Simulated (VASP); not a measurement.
# Pt (Fm-3m) in VASP: further runs

Pt is run at these levels: PBEsol; tasks: single point.

All numbers are computed with VASP 6.6.1; they aren't measurements. Logs are shortened: lines on timing, memory, paths and dates and some standing lists are left out, and cuts for length are marked.

### Step 1. The cell of the first run

The structure is cubic, space group Fm-3m (No. 225). The conventional cell has a = 3.918 Å, b = 3.918 Å, c = 3.918 Å, α = 90.00°, β = 90.00°, γ = 90.00°. Pt (site symmetry m-3m) has 12 Pt at 2.77 Å within 3.7 Å.

### Step 2. Single point, PBEsol (15.04 Å³/atom)

Contents of INCAR:

```
ALGO = Fast
EDIFF = 1E-6
ENCUT = 520
GGA = PS
ISIF = 2
ISMEAR = 0
LASPH = T
LCHARG = F
LREAL = F
LWAVE = F
NBANDS = 11
NELM = 60
PREC = Accurate
SIGMA = 0.15
```

Contents of KPOINTS:

```
k-points
0
Gamma
  22 22 22
```

Contents of POSCAR:

```
Pt
1.0
    0.0000000000      1.9589709028      1.9589709028
    1.9589709028      0.0000000000      1.9589709028
    1.9589709028      1.9589709028      0.0000000000
Pt
1
Direct
    0.0000000000      0.0000000000      0.0000000000
```

Potentials or basis: VASP PAW PBE potentials, release 64 (Pt).

Run with:

```console
$ cat potpaw_PBE.64/Pt/POTCAR > POTCAR
$ mpirun -np 1 vasp_std > vasp.out
```

OUTCAR:

```text
EDIFF = 1E-6
   ENCUT = 520
   GGA = PS
   ISIF = 2
   ISMEAR = 0
   LASPH = T
   LREAL = F
   NELM = 60
   PREC = Accurate

 ion  position               nearest neighbor table
   1  0.000  0.000  0.000-

  LATTYP: Found a face centered cubic cell.
 ALAT       =     3.9179418056

  Lattice vectors:

 A1 = (   0.0000000000,   1.9589709028,   1.9589709028)
 A2 = (   1.9589709028,   0.0000000000,   1.9589709028)
 A3 = (   1.9589709028,   1.9589709028,   0.0000000000)

Analysis of symmetry for initial positions (statically):
=====================================================================
 Subroutine PRICEL returns:
 Original cell was already a primitive cell.

 Routine SETGRP: Setting up the symmetry group for a
 face centered cubic supercell.

 Subroutine GETGRP returns: Found 48 space group operations
 (whereof 48 operations were pure point group operations)
 out of a pool of 48 trial point group operations.

The static configuration has the point symmetry O_h .

Analysis of symmetry for dynamics (positions and initial velocities):
=====================================================================
 Subroutine PRICEL returns:
 Original cell was already a primitive cell.

 Routine SETGRP: Setting up the symmetry group for a
 face centered cubic supercell.

 Subroutine GETGRP returns: Found 48 space group operations
 (whereof 48 operations were pure point group operations)
 out of a pool of 48 trial point group operations.

The dynamic configuration has the point symmetry O_h .

 Subroutine INISYM returns: Found 48 space group operations
 (whereof 48 operations are pure point group operations),
 and found     1 'primitive' translations

----------------------------------------------------------------------------------------

                                     Primitive cell

  volume of cell :      15.0354

  direct lattice vectors                    reciprocal lattice vectors
     0.000000000  1.958970903  1.958970903    -0.255236052  0.255236052  0.255236052
     1.958970903  0.000000000  1.958970903     0.255236052 -0.255236052  0.255236052
     1.958970903  1.958970903  0.000000000     0.255236052  0.255236052 -0.255236052

  length of vectors
     2.770403219  2.770403219  2.770403219     0.442081811  0.442081811  0.442081811

  position of ions in fractional coordinates (direct lattice)
     0.000000000  0.000000000  0.000000000

  ion indices of the primitive-cell ions
   primitive index   ion index
[... 74 lines left out ...]
   LREAL  =      F    real-space projection
   EDIFFG = 0.1E-04   stopping-criterion for IOM
   NSW    =      0    number of steps for IOM
   IBRION =     -1    ionic relax: 0-MD 1-quasi-New 2-CG
   NFREE  =      0    steps in history (QN), initial steepest desc. (CG)
   ISIF   =      2    stress and relaxation
   ISYM   =      2    0-nonsym 1-usesym 2-fastsym
   POTIM  = 0.5000    time-step for ionic-motion
   TEBEG  =    0.0;   TEEND  =   0.0 temperature during run
   PSTRESS=    0.0 pullay stress
   NELECT =      10.0000    total number of electrons
   NUPDOWN=      -1.0000    fix difference up-down
   EMIN   =  10.00;   EMAX   =-10.00  energy-range for DOS
   EFERMI =   0.00;   METHOD = LEGACY
   ISMEAR =     0;   SIGMA  =   0.15  broadening in eV -4-tet -1-fermi 0-gaus
   EFERMI_NEDOS =   21; number of points for ismear=-14 and -15
   IALGO  =     68    algorithm
   IMIX   =      4    mixing-type and parameters
     AMIX     =   0.40;   BMIX     =  1.00
     AMIX_MAG =   1.60;   BMIX_MAG =  1.00
  volume/ion in A,a.u.               =      15.04       101.46
  Fermi-wavevector in a.u.,A,eV,Ry     =   1.429015  2.700447 27.784245  2.042084
  Thomas-Fermi vector in A             =   2.549015
   LORBIT       =      0    0 simple, 1 ext, 2 COOP (PROOUT), +10 PAW based schemes
   GGA     = PS    functional components
   LHFCALC =     F    Hartree Fock is set to
   AEXX    =    0.0000 exact exchange contribution
   IVDW    =     0    specifies the selected vdW correction
   LEPSILON=     F    determine dielectric tensor
   LRPA    =     F    only Hartree local field effects (RPA)
 non-spin polarized calculation
 RMM-DIIS sequential band-by-band and
 Gauss-broadening in eV      SIGMA  =   0.15
  energy-cutoff  :      520.00
  volume of cell :       15.04
 maximum number of plane-waves:       419
 NGX is ok and might be reduce to    24
   NGX = 11   NGY = 11   NGZ = 11

 number of electron      10.0000000 magnetization

 Free energy of the ion-electron system (eV)
  ---------------------------------------------------
  ext. energy  EPLUGINS =         0.00000000
  ---------------------------------------------------
  free energy    TOTEN  =        -6.97528401 eV

  energy without entropy =       -6.95506899  energy(sigma->0) =       -6.96517650

 E-fermi :  11.1524     XC(G=0): -13.6459

 val. band max:       11.1522818269   @ k =   0.4545   0.0455   0.0000
 cond. band min:      11.1529476977   @ k =   0.5000   0.4545   0.0000
 fundamental gap:      0.0006658709
 Fermi energy:        11.1524098389

 k-point     1 :       0.0000    0.0000    0.0000
  band No.  band energies     occupation
      1       0.8244      2.00000
      2       7.3311      2.00000
      3       7.3311      2.00000
      4       7.3311      2.00000
      5       9.5216      2.00000
      6       9.5216      2.00000
      7      25.7699      0.00000
      8      30.7454      0.00000
      9      30.7454      0.00000
     10      30.7454      0.00000
     11      36.0547      0.00000
[... 309 lines left out ...]
 k-point    24 :      -0.4545    0.0455    0.0000
  band No.  band energies     occupation
      1       3.8209      2.00000
      2       7.2315      2.00000
      3       7.3316      2.00000
      4       9.9083      2.00000
      5      11.1001      1.37823
      6      11.7769      0.00000
      7      17.1996      0.00000
      8      25.4872      0.00000
      9      29.8333      0.00000
     10      30.2790      0.00000
     11      39.1882      0.00000

 [... further k-points ...]
[... 5 lines left out ...]
  --------------------------------------------------------------------------------------
  -------------------------------------------------------------------------------------
  Total       -0.0287607     -0.0287607     -0.0287607      0.0000000      0.0000000      0.0000000
  in kB       -3.0647594     -3.0647594     -3.0647594      0.0000000      0.0000000      0.0000000
  external PRESSURE =      -3.0647594 kB  Pullay stress =       0.0000000 kB

 VOLUME and BASIS-vectors are now :
 -----------------------------------------------------------------------------
  energy-cutoff  :      520.00
  volume of cell :       15.04
      direct lattice vectors                 reciprocal lattice vectors
     0.000000000  1.958970903  1.958970903    -0.255236052  0.255236052  0.255236052
     1.958970903  0.000000000  1.958970903     0.255236052 -0.255236052  0.255236052
     1.958970903  1.958970903  0.000000000     0.255236052  0.255236052 -0.255236052

 POSITION                                       TOTAL-FORCE (eV/Angst)
 -----------------------------------------------------------------------------------
      0.00000      0.00000      0.00000         0.000000      0.000000      0.000000
 -----------------------------------------------------------------------------------
    total drift:                               -0.000000      0.000000     -0.000000

  FREE ENERGIE OF THE ION-ELECTRON SYSTEM (eV)
  ---------------------------------------------------
  free  energy   TOTEN  =        -6.9752840115 eV

  energy  without entropy=       -6.9550689866  energy(sigma->0) =       -6.96517650
```

OSZICAR:

```text
N       E                     dE             d eps       ncg     rms          rms(c)
DAV:   1     0.387227114039E+02    0.38723E+02   -0.53388E+03  7384   0.842E+02
DAV:   2    -0.683532823827E+01   -0.45558E+02   -0.43670E+02  8231   0.176E+02
DAV:   3    -0.742568171776E+01   -0.59035E+00   -0.58700E+00  8457   0.192E+01
DAV:   4    -0.742788958533E+01   -0.22079E-02   -0.22077E-02  8313   0.138E+00
DAV:   5    -0.742790667293E+01   -0.17088E-04   -0.17086E-04  8476   0.112E-01    0.135E+01
RMM:   6    -0.702418561580E+01    0.40372E+00   -0.40270E-01  7253   0.536E+00    0.688E+00
RMM:   7    -0.697944437620E+01    0.44741E-01   -0.78316E-02  7616   0.252E+00    0.255E+00
RMM:   8    -0.697566645922E+01    0.37779E-02   -0.93547E-03  7638   0.872E-01    0.693E-01
RMM:   9    -0.697526626303E+01    0.40020E-03   -0.10541E-03  8249   0.280E-01    0.478E-02
RMM:  10    -0.697528296899E+01   -0.16706E-04   -0.15565E-04  8354   0.956E-02    0.554E-02
RMM:  11    -0.697528485315E+01   -0.18842E-05   -0.20082E-05  8544   0.318E-02    0.242E-02
RMM:  12    -0.697528401146E+01    0.84169E-06   -0.87773E-06  7919   0.235E-02
   1 F= -.69752840E+01 E0= -.69651765E+01  d E =-.202150E-01
```

It took 48 s on 1 thread of Intel Xeon 8259CL, shared host; peak memory 0.18 GiB.

What came out:

```yaml
Free_energy: -6.9753 eV
Pressure: -0.3 GPa
Band_gap_on_the_k_mesh: zero (bands 5 and 6 overlap by 2.24 eV)
```

Levels at points of the mesh, in eV from the Fermi level:
```tsv
k point	band 3	band 4	band 5	band 6	band 7	band 8
(0.00, 0.00, 0.00)	-3.82	-3.82	-1.63	-1.63	14.62	19.59
(0.50, 0.00, 0.00)	-3.88	-0.56	0.05	0.05	5.83	14.17
(0.50, 0.50, 0.00)	0.02	0.50	0.50	1.70	8.87	11.35
```

Caveat: the PAW data sets were made with another functional, which shifts forces and pressure a little; spin-orbit coupling is left out, which moves the levels of the heavy elements.

### Step 3. Single point, PBEsol (15.71 Å³/atom)

This run uses another cell than the first one, of 15.71 Å³/atom.

Contents of INCAR:

```
ALGO = Normal
EDIFF = 1E-6
ENCUT = 520
GGA = PS
ISIF = 2
ISMEAR = 0
LASPH = True
LCHARG = False
LREAL = False
LWAVE = False
NBANDS = 11
NELM = 100
PREC = Accurate
SIGMA = 0.15
```

KPOINTS is that of step 2.

Contents of POSCAR:

```
Pt
1.0
    0.0000000000      1.9879272712      1.9879272712
    1.9879272712      0.0000000000      1.9879272712
    1.9879272712      1.9879272712      0.0000000000
Pt
1
Direct
    0.0000000000      0.0000000000      0.0000000000
```

Potentials or basis: VASP PAW PBE potentials, release 64 (Pt).

Run with:

```console
$ cat potpaw_PBE.64/Pt/POTCAR > POTCAR
$ mpirun -np 1 vasp_std > vasp.out
```

OUTCAR:

```text
EDIFF = 1E-6
   ENCUT = 520
   GGA = PS
   ISIF = 2
   ISMEAR = 0
   LASPH = True
   LREAL = False
   NELM = 100
   PREC = Accurate

 ion  position               nearest neighbor table
   1  0.000  0.000  0.000-

  LATTYP: Found a face centered cubic cell.
 ALAT       =     3.9758545424

  Lattice vectors:

 A1 = (   0.0000000000,   1.9879272712,   1.9879272712)
 A2 = (   1.9879272712,   0.0000000000,   1.9879272712)
 A3 = (   1.9879272712,   1.9879272712,   0.0000000000)

Analysis of symmetry for initial positions (statically):
=====================================================================
 Subroutine PRICEL returns:
 Original cell was already a primitive cell.

 Routine SETGRP: Setting up the symmetry group for a
 face centered cubic supercell.

 Subroutine GETGRP returns: Found 48 space group operations
 (whereof 48 operations were pure point group operations)
 out of a pool of 48 trial point group operations.

The static configuration has the point symmetry O_h .

Analysis of symmetry for dynamics (positions and initial velocities):
=====================================================================
 Subroutine PRICEL returns:
 Original cell was already a primitive cell.

 Routine SETGRP: Setting up the symmetry group for a
 face centered cubic supercell.

 Subroutine GETGRP returns: Found 48 space group operations
 (whereof 48 operations were pure point group operations)
 out of a pool of 48 trial point group operations.

The dynamic configuration has the point symmetry O_h .

 Subroutine INISYM returns: Found 48 space group operations
 (whereof 48 operations are pure point group operations),
 and found     1 'primitive' translations

----------------------------------------------------------------------------------------

                                     Primitive cell

  volume of cell :      15.7120

  direct lattice vectors                    reciprocal lattice vectors
[... 107 lines left out ...]
  Fermi-wavevector in a.u.,A,eV,Ry     =   1.408200  2.661112 26.980724  1.983027
  Thomas-Fermi vector in A             =   2.530382
   LORBIT       =      0    0 simple, 1 ext, 2 COOP (PROOUT), +10 PAW based schemes
   GGA     = PS    functional components
   LHFCALC =     F    Hartree Fock is set to
   AEXX    =    0.0000 exact exchange contribution
   IVDW    =     0    specifies the selected vdW correction
   LEPSILON=     F    determine dielectric tensor
   LRPA    =     F    only Hartree local field effects (RPA)
 non-spin polarized calculation
 Gauss-broadening in eV      SIGMA  =   0.15
  energy-cutoff  :      520.00
  volume of cell :       15.71
 maximum number of plane-waves:       444
 NGX is ok and might be reduce to    24
   NGX = 11   NGY = 11   NGZ = 11

 number of electron      10.0000002 magnetization

 Free energy of the ion-electron system (eV)
  ---------------------------------------------------
  ext. energy  EPLUGINS =         0.00000000
  ---------------------------------------------------
  free energy    TOTEN  =        -6.94967957 eV

  energy without entropy =       -6.92793698  energy(sigma->0) =       -6.93880827

 E-fermi :  10.3192     XC(G=0): -13.3864

 val. band max:       10.3143734973   @ k =   0.4545   0.0455   0.0000
 cond. band min:      10.3199705801   @ k =   0.4091   0.2727   0.0000
 fundamental gap:      0.0055970828
 Fermi energy:        10.3191870017

 k-point     1 :       0.0000    0.0000    0.0000
  band No.  band energies     occupation
      1       0.4836      2.00000
      2       6.7642      2.00000
      3       6.7642      2.00000
      4       6.7642      2.00000
      5       8.8014      2.00000
      6       8.8014      2.00000
      7      25.0514      0.00000
      8      29.7780      0.00000
      9      29.7780      0.00000
     10      29.7780      0.00000
     11      34.9294      0.00000
[... 309 lines left out ...]
 k-point    24 :      -0.4545    0.0455    0.0000
  band No.  band energies     occupation
      1       3.4387      2.00000
      2       6.6776      2.00000
      3       6.7702      2.00000
      4       9.2351      2.00000
      5      10.2667      1.37926
      6      10.9529      0.00000
      7      16.0427      0.00000
      8      24.7392      0.00000
      9      28.6741      0.00000
     10      29.1204      0.00000
     11      37.6635      0.00000

 [... further k-points ...]
[... 5 lines left out ...]
  --------------------------------------------------------------------------------------
  -------------------------------------------------------------------------------------
  Total       -1.1305827     -1.1305827     -1.1305827      0.0000000      0.0000000      0.0000000
  in kB     -115.2872912   -115.2872912   -115.2872912      0.0000000      0.0000000      0.0000000
  external PRESSURE =    -115.2872912 kB  Pullay stress =       0.0000000 kB

 VOLUME and BASIS-vectors are now :
 -----------------------------------------------------------------------------
  energy-cutoff  :      520.00
  volume of cell :       15.71
      direct lattice vectors                 reciprocal lattice vectors
     0.000000000  1.987927271  1.987927271    -0.251518256  0.251518256  0.251518256
     1.987927271  0.000000000  1.987927271     0.251518256 -0.251518256  0.251518256
     1.987927271  1.987927271  0.000000000     0.251518256  0.251518256 -0.251518256

 POSITION                                       TOTAL-FORCE (eV/Angst)
 -----------------------------------------------------------------------------------
      0.00000      0.00000      0.00000         0.000000      0.000000      0.000000
 -----------------------------------------------------------------------------------
    total drift:                               -0.000000      0.000000     -0.000000

  FREE ENERGIE OF THE ION-ELECTRON SYSTEM (eV)
  ---------------------------------------------------
  free  energy   TOTEN  =        -6.9496795665 eV

  energy  without entropy=       -6.9279369830  energy(sigma->0) =       -6.93880827
```

OSZICAR:

```text
N       E                     dE             d eps       ncg     rms          rms(c)
DAV:   1     0.386873328472E+02    0.38687E+02   -0.53432E+03  7368   0.841E+02
DAV:   2    -0.678749994203E+01   -0.45475E+02   -0.43548E+02  8234   0.175E+02
DAV:   3    -0.740844179289E+01   -0.62094E+00   -0.61638E+00  8419   0.194E+01
DAV:   4    -0.741082094320E+01   -0.23792E-02   -0.23789E-02  8241   0.142E+00
DAV:   5    -0.741084038759E+01   -0.19444E-04   -0.19443E-04  8492   0.120E-01    0.118E+01
DAV:   6    -0.699258070467E+01    0.41826E+00   -0.10412E+00  7726   0.791E+00    0.599E+00
DAV:   7    -0.695360352319E+01    0.38977E-01   -0.14312E-01  8383   0.282E+00    0.249E+00
DAV:   8    -0.694994643869E+01    0.36571E-02   -0.51758E-03  7783   0.651E-01    0.635E-01
DAV:   9    -0.694967609091E+01    0.27035E-03   -0.19954E-04  8002   0.128E-01    0.350E-02
DAV:  10    -0.694967943008E+01   -0.33392E-05   -0.37513E-06  8831   0.136E-02    0.582E-03
DAV:  11    -0.694967956648E+01   -0.13640E-06   -0.51267E-08  4394   0.215E-03
   1 F= -.69496796E+01 E0= -.69388083E+01  d E =-.217426E-01
```

It took 38 s on 1 thread of Intel Xeon 8259CL, shared host; peak memory 0.19 GiB.

What came out:

| Property | Result |
| --- | --- |
| Free energy | -6.9497 eV |
| Pressure | -11.5 GPa |
| Band gap on the k mesh | zero (bands 5 and 6 overlap by 2.08 eV) |

Caveat: the cell stands under tension; the PAW data sets were made with another functional, which shifts forces and pressure a little; spin-orbit coupling is left out, which moves the levels of the heavy elements.

### Step 4. Single point, PBEsol (16.39 Å³/atom)

This run uses another cell than the first one, of 16.39 Å³/atom.

Contents of INCAR:

```
SYSTEM = Pt
ALGO = Normal
EDIFF = 1E-6
ENCUT = 520
GGA = PS
ISIF = 2
ISMEAR = 0
LASPH = .True.
LCHARG = .False.
LREAL = .False.
LWAVE = .False.
NBANDS = 11
NELM = 80
PREC = Accurate
SIGMA = 0.15
```

Contents of KPOINTS:

```
k-points
0
Gamma
  22 22 22
  0 0 0
```

Contents of POSCAR:

```
Pt
1.0
    0.0000000000      2.0160787243      2.0160787243
    2.0160787243      0.0000000000      2.0160787243
    2.0160787243      2.0160787243      0.0000000000
Pt
1
Direct
    0.0000000000      0.0000000000      0.0000000000
```

Run with:

```console
$ cat potpaw_PBE.64/Pt/POTCAR > POTCAR
$ mpirun -np 1 vasp_std > vasp.out
```

Run time: 44 s. Hardware: 1 thread of Intel Xeon 8259CL, shared host; peak memory 0.19 GiB.

The run converged. Its results:

```
Free energy            : -6.8830 eV
Pressure               : -19.9 GPa
Band gap on the k mesh : zero (bands 5 and 6 overlap by 1.92 eV)
```

Levels at points of the mesh, in eV from the Fermi level:
```csv
k point,band 2,band 3,band 4,band 5,band 6,band 7,band 8,band 9
"(0.00, 0.00, 0.00)",-3.32,-3.32,-3.32,-1.42,-1.42,14.82,19.31,19.31
"(0.50, 0.00, 0.00)",-3.36,-3.36,-0.20,0.03,0.03,5.20,14.35,18.35
"(0.50, 0.50, 0.00)",-5.81,0.01,0.42,0.42,1.88,7.97,11.07,11.07
```

Caveat: the cell stands under tension; the PAW data sets were made with another functional, which shifts forces and pressure a little; spin-orbit coupling is left out, which moves the levels of the heavy elements.

(Part 1 of 2 ends here.)
